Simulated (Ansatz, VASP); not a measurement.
# BiTe in VASP and in Ansatz

The input INCAR:

```
SYSTEM = BiTe
  ALGO = Normal
  EDIFF = 1E-7
  ENCUT = 520
  GGA = PE
  ISIF = 2
  ISMEAR = 0
  LASPH = .TRUE.
  LCHARG = .FALSE.
  LREAL = .FALSE.
  LWAVE = .FALSE.
  NBANDS = 18
  NELM = 100
  PREC = Accurate
  SIGMA = 0.05
```

Contents of KPOINTS:

```
k-points
0
G
  10 10 10
  0 0 0
```

The input POSCAR:

```
BiTe
1.0
    3.9133058495      0.0391330585      0.0000000000
    0.0391330585      3.9133058495      0.0000000000
    0.0000000000      0.0000000000      3.9133058495
Bi Te
1 1
Direct
    0.0000000000      0.0000000000      0.0000000000
    0.5000000000      0.5000000000      0.5000000000
```

Input for Ansatz:

```yaml
crystal:
  lattice:
    - [3.9133058495, 0.0391330585, 0.0]
    - [0.0391330585, 3.9133058495, 0.0]
    - [0.0, 0.0, 3.9133058495]
  atoms:
    - { symbol: Bi, position: [0.0, 0.0, 0.0] }
    - { symbol: Te, position: [0.5, 0.5, 0.5] }
basis:
  ecutwfc: 420
  ecutrho_ratio: 4
kpoints:
  mp_grid: { grid: [10, 10, 10] }
hamiltonian:
  xc: pbe
scf:
  occupations: { method: gaussian, width: 0.05 }
output:
  forces: true
  stress: true
  eigenvalues: true
```

Change from the starting cell: strain e6 = +0.02, atoms carried along.

Alike in both runs: task single point; functional PBE; k mesh 10 × 10 × 10; occupations gaussian, width 0.05 eV; no spin polarisation.

|  | VASP | Ansatz |
| --- | --- | --- |
| version | VASP 6.6.1 | Ansatz 0.2.0 |
| potentials or method | VASP PAW PBE potentials, release 64 (Bi_d, Te), cutoff 520 eV | scalar-relativistic, plane waves, PAW |
| valence electrons in the cell | 21 | 31 |

```tsv
	VASP	Ansatz	Ansatz less VASP
gap on the k mesh at the Fermi level (eV)	none	none	-
pressure (GPa)	0.0	0.1	+0.11
traceless stress, the component that is largest in VASP (GPa)	-0.17	-0.17	-0.002
```

A gap of «none» marks a metal or a gap that the smearing closes. VASP's potentials hold 21 valence electrons a cell and Ansatz's 31, so a difference there can come from the potentials and not from the codes.

Neither program's run includes spin-orbit coupling.
